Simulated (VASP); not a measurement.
# Pr2F3 (P-3m1) in VASP: a series of runs

Pr2F3 is run at these levels: PBE; tasks: single point, relaxation of cell and atoms.

All numbers are computed with VASP 6.6.1; they aren't measurements. Logs are shortened: lines on timing, memory, paths and dates and some standing lists are left out, and cuts for length are marked.

## 1. The cell of the first run

It takes space group P-3m1 (No. 164, trigonal). Conventional cell: a = 3.819 Å, b = 3.819 Å, c = 6.927 Å, α = 90.00°, β = 90.00°, γ = 120.00°. Within 3.3 Å of Pr (site symmetry 3m) lie 7 F at 2.54 to 2.69 Å. Within 3.3 Å of F (site symmetry 3m) lie 4 Pr at 2.54 to 2.69 Å and 3 F at 2.63 Å. F (site symmetry -3m) has 6 Pr at 2.66 Å and 6 F at 3.52 Å within 3.6 Å.

The cell was generated, and may not be a known phase.

## 2. Single point, PBE

File INCAR:

```
ALGO = Normal
EDIFF = 1E-6
ENCUT = 520
GGA = PE
ISIF = 2
ISMEAR = 0
LASPH = True
LCHARG = False
LREAL = False
LWAVE = False
NBANDS = 32
NELM = 80
PREC = Accurate
SIGMA = 0.1
```

File KPOINTS:

```
k-points
0
Gamma
  12 12 6
```

File POSCAR:

```
Pr2F3
1.0
    3.8194599445      0.0000000000      0.0000000000
   -1.9097299723      3.3077493406      0.0000000000
    0.0000000000      0.0000000000      6.9273944383
Pr F
2 3
Direct
    0.6666666667      0.3333333333      0.7846002156
    0.3333333333      0.6666666667      0.2153997844
    0.6666666667      0.3333333333      0.3965886453
    0.3333333333      0.6666666667      0.6034113547
    0.0000000000      0.0000000000      0.0000000000
```

Potentials or basis: VASP PAW PBE potentials, release 64 (Pr, F).

The run is started by

```sh
cat potpaw_PBE.64/Pr/POTCAR potpaw_PBE.64/F/POTCAR > POTCAR
mpirun -np 1 vasp_std > vasp.out
```

OUTCAR:

```text
EDIFF = 1E-6
   ENCUT = 520
   GGA = PE
   ISIF = 2
   ISMEAR = 0
   LASPH = True
   LREAL = False
   NELM = 80
   PREC = Accurate

 ion  position               nearest neighbor table
   1  0.667  0.333  0.785-   4 2.54   4 2.54   4 2.54   5 2.66   5 2.66   5 2.66   3 2.69
   2  0.333  0.667  0.215-   3 2.54   3 2.54   3 2.54   5 2.66   5 2.66   5 2.66   4 2.69
   3  0.667  0.333  0.397-   2 2.54   2 2.54   2 2.54   1 2.69
   4  0.333  0.667  0.603-   1 2.54   1 2.54   1 2.54   2 2.69
   5  0.000  0.000  0.000-   1 2.66   2 2.66   2 2.66   1 2.66   1 2.66   2 2.66

  LATTYP: Found a hexagonal cell.
 ALAT       =     3.8194599445
 C/A-ratio  =     1.8137104562

  Lattice vectors:

 A1 = (   3.8194599445,   0.0000000000,   0.0000000000)
 A2 = (  -1.9097299723,   3.3077493406,   0.0000000000)
 A3 = (   0.0000000000,   0.0000000000,   6.9273944383)

Analysis of symmetry for initial positions (statically):
=====================================================================
 Subroutine PRICEL returns:
 Original cell was already a primitive cell.

 Routine SETGRP: Setting up the symmetry group for a
 hexagonal supercell.

 Subroutine GETGRP returns: Found 12 space group operations
 (whereof 12 operations were pure point group operations)
 out of a pool of 24 trial point group operations.

The static configuration has the point symmetry D_3d.

Analysis of symmetry for dynamics (positions and initial velocities):
=====================================================================
 Subroutine PRICEL returns:
 Original cell was already a primitive cell.

 Routine SETGRP: Setting up the symmetry group for a
 hexagonal supercell.

 Subroutine GETGRP returns: Found 12 space group operations
 (whereof 12 operations were pure point group operations)
 out of a pool of 24 trial point group operations.

The dynamic configuration has the point symmetry D_3d.

 Subroutine INISYM returns: Found 12 space group operations
 (whereof 12 operations are pure point group operations),
 and found     1 'primitive' translations

----------------------------------------------------------------------------------------

                                     Primitive cell

  volume of cell :      87.5194

  direct lattice vectors                    reciprocal lattice vectors
     3.819459945  0.000000000  0.000000000     0.261817119  0.151160184  0.000000000
[... 93 lines left out ...]
   LREAL  =      F    real-space projection
   EDIFFG = 0.1E-04   stopping-criterion for IOM
   NSW    =      0    number of steps for IOM
   IBRION =     -1    ionic relax: 0-MD 1-quasi-New 2-CG
   NFREE  =      0    steps in history (QN), initial steepest desc. (CG)
   ISIF   =      2    stress and relaxation
   ISYM   =      2    0-nonsym 1-usesym 2-fastsym
   POTIM  = 0.5000    time-step for ionic-motion
   TEBEG  =    0.0;   TEEND  =   0.0 temperature during run
   PSTRESS=    0.0 pullay stress
   NELECT =      47.0000    total number of electrons
   NUPDOWN=      -1.0000    fix difference up-down
   EMIN   =  10.00;   EMAX   =-10.00  energy-range for DOS
   EFERMI =   0.00;   METHOD = LEGACY
   ISMEAR =     0;   SIGMA  =   0.10  broadening in eV -4-tet -1-fermi 0-gaus
   EFERMI_NEDOS =   21; number of points for ismear=-14 and -15
   IALGO  =     38    algorithm
   IMIX   =      4    mixing-type and parameters
     AMIX     =   0.40;   BMIX     =  1.00
     AMIX_MAG =   1.60;   BMIX_MAG =  1.00
  volume/ion in A,a.u.               =      17.50       118.12
  Fermi-wavevector in a.u.,A,eV,Ry     =   1.330677  2.514615 24.091851  1.770701
  Thomas-Fermi vector in A             =   2.459746
   LORBIT       =      0    0 simple, 1 ext, 2 COOP (PROOUT), +10 PAW based schemes
   GGA     = PE    functional components
   LHFCALC =     F    Hartree Fock is set to
   AEXX    =    0.0000 exact exchange contribution
   IVDW    =     0    specifies the selected vdW correction
   LEPSILON=     F    determine dielectric tensor
   LRPA    =     F    only Hartree local field effects (RPA)
 non-spin polarized calculation
 Gauss-broadening in eV      SIGMA  =   0.10
  energy-cutoff  :      520.00
  volume of cell :       87.52
 maximum number of plane-waves:      2388
   NGX = 15   NGY = 15   NGZ = 25

 number of electron      47.0000006 magnetization

 Free energy of the ion-electron system (eV)
  ---------------------------------------------------
  ext. energy  EPLUGINS =         0.00000000
  ---------------------------------------------------
  free energy    TOTEN  =       -29.50520389 eV

  energy without entropy =      -29.32658139  energy(sigma->0) =      -29.41589264

 E-fermi :   7.0879     XC(G=0): -10.3097

 val. band max:        7.0878446774   @ k =   0.2500   0.1667   0.3333
 cond. band min:       7.0895738620   @ k =   0.0000   0.3333   0.3333
 fundamental gap:      0.0017291846
 Fermi energy:         7.0878896567

 k-point     1 :       0.0000    0.0000    0.0000
  band No.  band energies     occupation
      1     -29.4326      2.00000
      2     -29.3259      2.00000
      3     -19.5373      2.00000
      4     -18.8525      2.00000
      5     -18.2867      2.00000
      6     -11.3477      2.00000
[... 829 lines left out ...]
     31       7.3738      0.00005
     32       7.3972      0.00001

 [... further k-points ...]

------------------------ aborting loop because EDIFF is reached ----------------------------------------

  FORCE on cell =-STRESS in cart. coord.  units (eV):
  Direction    XX          YY          ZZ          XY          YZ          ZX
  --------------------------------------------------------------------------------------
  -------------------------------------------------------------------------------------
  Total       -3.1565882     -3.1565882     -3.0332407      0.0000000     -0.0000000      0.0000000
  in kB      -57.7861867    -57.7861867    -55.5281231      0.0000000     -0.0000000      0.0000000
  external PRESSURE =     -57.0334988 kB  Pullay stress =       0.0000000 kB

 VOLUME and BASIS-vectors are now :
 -----------------------------------------------------------------------------
  energy-cutoff  :      520.00
  volume of cell :       87.52
      direct lattice vectors                 reciprocal lattice vectors
     3.819459945  0.000000000  0.000000000     0.261817119  0.151160184  0.000000000
    -1.909729972  3.307749341  0.000000000     0.000000000  0.302320369  0.000000000
     0.000000000  0.000000000  6.927394438     0.000000000  0.000000000  0.144354419

 POSITION                                       TOTAL-FORCE (eV/Angst)
 -----------------------------------------------------------------------------------
      1.90973      1.10258      5.43524        -0.000000     -0.000000     -0.143256
     -0.00000      2.20517      1.49216         0.000000      0.000000      0.143256
      1.90973      1.10258      2.74733        -0.000000      0.000000     -0.442297
     -0.00000      2.20517      4.18007         0.000000     -0.000000      0.442297
      0.00000      0.00000      0.00000         0.000000      0.000000     -0.000000
 -----------------------------------------------------------------------------------
    total drift:                                0.000000      0.000000      0.000000

  FREE ENERGIE OF THE ION-ELECTRON SYSTEM (eV)
  ---------------------------------------------------
  free  energy   TOTEN  =       -29.5052038918 eV

  energy  without entropy=      -29.3265813908  energy(sigma->0) =      -29.41589264
```

OSZICAR:

```text
N       E                     dE             d eps       ncg     rms          rms(c)
DAV:   1     0.620231966935E+03    0.62023E+03   -0.18180E+04  7344   0.301E+03
DAV:   2     0.125540621537E+03   -0.49469E+03   -0.46783E+03  8408   0.491E+02
DAV:   3    -0.140135389963E+02   -0.13955E+03   -0.13504E+03 10992   0.280E+02
[... 24 lines left out ...]
DAV:  28    -0.295051985449E+02   -0.24894E-05   -0.33249E-05  6264   0.123E-02    0.377E-03
DAV:  29    -0.295052004794E+02   -0.19345E-05   -0.20613E-05  5920   0.102E-02    0.142E-03
DAV:  30    -0.295052018443E+02   -0.13649E-05   -0.14606E-05  5744   0.100E-02    0.106E-03
DAV:  31    -0.295052030257E+02   -0.11814E-05   -0.10570E-05  5672   0.824E-03    0.972E-04
DAV:  32    -0.295052038918E+02   -0.86607E-06   -0.79981E-06  5672   0.775E-03
   1 F= -.29505204E+02 E0= -.29415893E+02  d E =-.178623E+00
```

Wall time 4.6 min (1 thread of Intel Xeon 6975P-C (Granite Rapids), shared host); peak memory 0.38 GiB.

What came out:

| Property | Result |
| --- | --- |
| Free energy | -29.5052 eV |
| Pressure | -5.7 GPa |
| Largest force | 0.442 eV/Å |
| Band gap on the k mesh | zero (an odd number of electrons rules out a gap without spin polarisation) |

Forces in eV/Å, atoms in the order of the input:
```
Pr   0.000  0.000 -0.143
Pr   0.000  0.000  0.143
F    0.000  0.000 -0.442
F    0.000  0.000  0.442
F    0.000  0.000  0.000
```

Caveat: the cell stands under tension; spin-orbit coupling is left out, which moves the levels of the heavy elements; an odd number of electrons without spin polarisation forces a metal; a magnetic or distorted state may lie lower; the run has no spin polarisation, though such a crystal can be magnetic; semilocal functionals describe open f shells poorly, which spoils levels, moments and volumes.

## 3. Relaxation of cell and atoms, PBE

This run uses another cell than the first one, of 17.32 Å³/atom.

File INCAR:

```
PREC = Accurate ; ENCUT = 600
EDIFF = 1E-6 ; ISMEAR = 0
SIGMA = 0.1 ; LREAL = F
LASPH = T ; NELM = 60
ALGO = Normal ; ISIF = 3
LWAVE = F ; LCHARG = F
GGA = PE ; IBRION = 2
NSW = 90 ; EDIFFG = -0.04
```

File KPOINTS:

```
Automatic mesh
0
Gamma
  6 6 4
```

File POSCAR:

```
Pr2F3
1.0
    3.9975832100      0.0000000000      0.0000000000
   -1.9987916100      3.4620086100      0.0000000000
    0.0000000000      0.0000000000      6.2558086300
Pr F
2 3
Direct
    0.6666666700      0.3333333300      0.7521399300
    0.3333333300      0.6666666700      0.2478600700
    0.6666666700      0.3333333300      0.3548371500
    0.3333333300      0.6666666700      0.6451628500
    0.0000000000      0.0000000000      0.0000000000
```

Potentials or basis: VASP PAW PBE potentials, release 64 (Pr, F).

The run is started by

```sh
cat potpaw_PBE.64/Pr/POTCAR potpaw_PBE.64/F/POTCAR > POTCAR
mpirun -np 1 vasp_std > vasp.out
```

Run time: 17 min. Hardware: 1 thread of Intel Xeon 6975P-C (Granite Rapids), shared host; peak memory 0.27 GiB.

It converged, with:

* Free energy: -29.6994 eV
* Relaxed volume: 16.03 Å³/atom
* Relaxed cell: a = 3.657 Å, b = 3.657 Å, c = 6.918 Å, α = 90.00°, β = 90.00°, γ = 120.00°
* Space group after relaxing (to 0.1 Å): P-3m1 (No. 164)
* Energy gained by relaxing: 90.1 meV/atom
* Ionic steps: 20
* Pressure after relaxing: 0.1 GPa
* Largest force after relaxing: 0.033 eV/Å
* Band gap on the k mesh: zero (an odd number of electrons rules out a gap without spin polarisation)

Forces on the atoms (eV/Å):
```
Pr   0.000  0.000 -0.023
Pr   0.000  0.000  0.023
F    0.000  0.000  0.033
F    0.000  0.000 -0.033
F    0.000  0.000  0.000
```

Stress tensor (GPa, compression positive):
```
0.09 0.00 0.00
0.00 0.09 0.00
0.00 0.00 0.25
```

Step by step:
```csv
step,energy change (eV),largest force (eV/Å),pressure (GPa),volume (Å³)
1,0.0000,0.3693,0.42,86.58
2,-0.0182,0.2629,-0.41,87.14
3,-0.0356,0.2753,-1.63,88.20
4,-0.0501,0.3269,-1.38,87.66
5,-0.0959,0.4800,-0.84,86.04
6,-0.2042,0.7316,0.66,82.79
7,-0.3775,0.4881,4.75,76.27
8,-0.3810,0.5816,4.51,76.98
9,-0.3803,0.5285,4.90,76.58
10,-0.3855,0.4452,4.98,76.44
11,-0.3879,0.3389,5.03,76.26
12,-0.3956,0.3178,4.48,76.51
13,-0.4155,0.2534,3.41,77.24
14,-0.4411,0.1296,1.55,78.72
15,-0.4411,0.1360,-1.61,81.73
16,-0.4492,0.0797,-0.04,80.16
17,-0.4492,0.0750,0.13,80.08
18,-0.4493,0.0716,0.07,80.09
19,-0.4497,0.0536,0.12,80.11
20,-0.4503,0.0330,0.14,80.14
```

Final structure:
```xyz
5
Lattice="3.6575 0.0000 0.0000 -1.8287 3.1674 0.0000 0.0000 0.0000 6.9179" Properties=species:S:1:pos:R:3 pbc="T T T"
Pr    1.8287    1.0558    5.5112
Pr    0.0000    2.1116    1.4067
F     1.8287    1.0558    2.6373
F     0.0000    2.1116    4.2806
F    -1.8287    3.1674    0.0000
```

Levels at points of the mesh, in eV from the Fermi level:
```
           k point  band 20  band 21  band 22  band 23  band 24  band 25  band 26  band 27
(0.00, 0.00, 0.00)    -7.04    -0.52    -0.40    -0.22    -0.03    -0.03     0.27     0.27
(0.50, 0.00, 0.00)    -6.89    -1.57    -0.13    -0.04    -0.04     0.02     0.11     0.13
(0.00, 0.00, 0.50)    -7.24    -0.40    -0.33    -0.03    -0.03     0.28     0.28     0.28
(0.50, 0.00, 0.50)    -6.81    -1.33    -0.13    -0.05    -0.01     0.03     0.04     0.11
```

Caveat: the highest band is partly filled, so the run has too few bands; spin-orbit coupling is left out, which moves the levels of the heavy elements; an odd number of electrons without spin polarisation forces a metal; a magnetic or distorted state may lie lower; the run has no spin polarisation, though such a crystal can be magnetic; semilocal functionals describe open f shells poorly, which spoils levels, moments and volumes. With open d or f shells a metallic result of PBE can be an artefact of self-interaction; +U or a hybrid may open a gap.

## 4. Relaxation of cell and atoms, PBE

This run uses another cell than the first one, of 17.59 Å³/atom.

File INCAR:

```
SYSTEM = Pr2F3
ALGO     = Normal         ! electronic algorithm
EDIFF    = 1E-6           ! SCF threshold, eV
EDIFFG   = -0.01          ! ionic threshold
ENCUT    = 600            ! plane-wave cutoff, eV
GGA      = PE             ! functional
IBRION   = 2              ! ionic algorithm
ISIF     = 3              ! what is computed and relaxed
ISMEAR   = 0              ! smearing method
LASPH    = .TRUE.         ! aspherical terms in the spheres
LCHARG   = .FALSE.        ! write CHGCAR
LREAL    = .FALSE.        ! projectors in reciprocal space
LWAVE    = .FALSE.        ! write WAVECAR
NELM     = 80             ! most SCF steps
NSW      = 100            ! ionic steps
PREC     = Accurate       ! precision mode
SIGMA    = 0.1            ! smearing width, eV
```

File KPOINTS:

```
k-points
0
G
  12 12 6
  0 0 0
```

File POSCAR:

```
Pr2F3
1.0
    3.8285448601      0.0000000000      0.0000000000
   -1.9142724301      3.3156171084      0.0000000000
    0.0000000000      0.0000000000      6.9288663759
Pr F
2 3
Direct
    0.6666666667      0.3333333333      0.7844584518
    0.3333333333      0.6666666667      0.2155415482
    0.6666666667      0.3333333333      0.3963481110
    0.3333333333      0.6666666667      0.6036518890
    0.0000000000      0.0000000000      0.0000000000
```

The run is started by

```sh
cat potpaw_PBE.64/Pr/POTCAR potpaw_PBE.64/F/POTCAR > POTCAR
mpirun -np 1 vasp_std > vasp.out
```

It took 59 min on 1 thread of Intel Xeon 6975P-C (Granite Rapids), shared host; peak memory 0.45 GiB.

The run converged. Its results:

```
Free energy                           : -29.7025 eV
Relaxed volume                        : 16.03 Å³/atom
Relaxed cell                          : a = 3.661 Å, b = 3.661 Å, c = 6.907 Å, α = 90.00°, β = 90.00°, γ = 120.00°
Space group after relaxing (to 0.1 Å) : P-3m1 (No. 164)
Energy gained by relaxing             : 41.1 meV/atom
Ionic steps                           : 23
Pressure after relaxing               : 0.0 GPa
Largest force after relaxing          : 0.009 eV/Å
Band gap on the k mesh                : zero (an odd number of electrons rules out a gap without spin polarisation)
```

Forces in eV/Å, atoms in the order of the input:
```
Pr   0.000  0.000  0.009
Pr   0.000  0.000 -0.009
F    0.000  0.000 -0.003
F    0.000  0.000  0.003
F    0.000  0.000  0.000
```

Step by step:
```csv
step,energy change (eV),largest force (eV/Å),pressure (GPa),volume (Å³)
1,0.0000,0.4346,-5.91,87.95
2,-0.1731,0.3432,-0.57,79.95
3,-0.1710,0.3899,0.51,79.23
4,-0.1725,0.3624,0.30,79.59
5,-0.1729,0.3500,0.12,79.76
6,-0.1840,0.2503,0.37,79.42
7,-0.1946,0.1419,0.85,78.61
8,-0.2003,0.1477,-0.53,79.83
9,-0.2002,0.1482,-0.25,79.76
10,-0.2003,0.1498,-0.24,79.80
11,-0.2038,0.0337,-0.01,79.81
12,-0.2041,0.0547,0.17,79.81
13,-0.2047,0.0410,-0.10,80.12
14,-0.2048,0.0360,-0.24,80.28
15,-0.2055,0.0299,-0.06,80.15
16,-0.2056,0.0236,0.02,80.08
17,-0.2055,0.0121,0.27,79.93
18,-0.2057,0.0158,0.12,80.03
19,-0.2057,0.0187,0.08,80.04
20,-0.2057,0.0251,0.04,80.06
21,-0.2057,0.0197,0.11,80.05
22,-0.2057,0.0137,-0.26,80.23
23,-0.2057,0.0095,-0.02,80.15
```

Final structure:
```xyz
5
Lattice="3.6606 0.0000 0.0000 -1.8303 3.1702 0.0000 0.0000 0.0000 6.9065" Properties=species:S:1:pos:R:3 pbc="T T T"
Pr    1.8303    1.0567    5.4870
Pr    0.0000    2.1134    1.4195
F     1.8303    1.0567    2.6494
F     0.0000    2.1134    4.2572
F     0.0000    0.0000    0.0000
```

Levels at points of the mesh, in eV from the Fermi level:
| k point | band 19 | band 20 | band 21 | band 22 | band 23 | band 24 | band 25 | band 26 | band 27 | band 28 |
| --- | --- | --- | --- | --- | --- | --- | --- | --- | --- | --- |
| (0.00, 0.00, 0.00) | -7.27 | -7.04 | -0.55 | -0.39 | -0.22 | -0.02 | -0.02 | 0.26 | 0.26 | 0.30 |
| (0.50, 0.00, 0.00) | -6.99 | -6.90 | -1.55 | -0.13 | -0.04 | -0.04 | 0.02 | 0.11 | 0.13 | 0.17 |
| (0.00, 0.00, 0.50) | -7.40 | -7.24 | -0.39 | -0.33 | -0.02 | -0.02 | 0.26 | 0.28 | 0.28 | 0.29 |
| (0.50, 0.00, 0.50) | -6.91 | -6.81 | -1.31 | -0.12 | -0.05 | -0.02 | 0.02 | 0.04 | 0.10 | 0.18 |

Caveat: the highest band is partly filled, so the run has too few bands; spin-orbit coupling is left out, which moves the levels of the heavy elements; an odd number of electrons without spin polarisation forces a metal; a magnetic or distorted state may lie lower; the run has no spin polarisation, though such a crystal can be magnetic; semilocal functionals describe open f shells poorly, which spoils levels, moments and volumes. Spin polarisation is off, so any magnetic state and its effect on volume and gap are missing.

## 5. The runs side by side

```tsv
task	cell	k mesh	cutoff (eV)	gap on the mesh (eV)	pressure (GPa)	relaxed volume (Å³/atom)	largest force (eV/Å)
single point	a = 3.819, b = 3.819, c = 6.927 Å, angles 90.0, 90.0, 120.0°, 5 atoms, atomic positions A	12 × 12 × 6	520	none	-5.7	-	0.44
relaxation of cell and atoms	relaxed from a = 3.998, b = 3.998, c = 6.256 Å, angles 90.0, 90.0, 120.0°, 5 atoms, atomic positions B	6 × 6 × 4	600	none	0.1	16.03	0.03
relaxation of cell and atoms	relaxed from a = 3.829, b = 3.829, c = 6.929 Å, angles 90.0, 90.0, 120.0°, 5 atoms, atomic positions C	12 × 12 × 6	600	none	0.0	16.03	0.01
```

Alike in all rows: level PBE; potentials or basis VASP PAW PBE potentials, release 64 (Pr, F); no spin polarisation; smearing gaussian 0.1 eV.

Caveats: spin-orbit coupling is left out, which moves the levels of the heavy elements; an odd number of electrons without spin polarisation forces a metal; a magnetic or distorted state may lie lower; the run has no spin polarisation, though such a crystal can be magnetic; semilocal functionals describe open f shells poorly, which spoils levels, moments and volumes; the highest band is partly filled, so the run has too few bands (at least some runs); the cell stands under tension (at least some runs).

Absolute energies hang on the potentials; compare differences alone.
